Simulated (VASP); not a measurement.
Crystal: Pt.

```
CELL_PARAMETERS angstrom
0.00000 1.93440 1.93440
1.93440 0.00000 1.93440
1.93440 1.93440 0.00000
ATOMIC_POSITIONS crystal
Pt 0.00000 0.00000 0.00000
```

This cell differs from its parent crystal: volume scaled by 0.96.

Base run:

* Program: VASP 6.6.1
* Functional: PBE
* Potentials or basis: VASP PAW PBE potentials, release 64 (Pt)
* Cutoff: 520 eV
* k mesh: 12 × 12 × 12
* Occupations: fermi-dirac, width 0.05 eV
* Spin: no spin polarisation

Its results: band gap on the k mesh zero (band 5 reaches 12.63 eV, above the bottom of band 6 at 10.22 eV); pressure 23.4 GPa.

Task: The run is repeated on the same cell with these changes: functional from PBE to PBEsol. What comes out?

Result: Band gap on the k mesh zero (band 5 reaches 12.46 eV, above the bottom of band 6 at 10.05 eV); pressure 11.9 GPa.

PBEsol binds more tightly than PBE, so the same cell stands under less pressure.

Caveats: spin-orbit coupling is left out, which moves the levels of the heavy elements; the PAW data sets were made with another functional, which shifts forces and pressure a little (some runs).
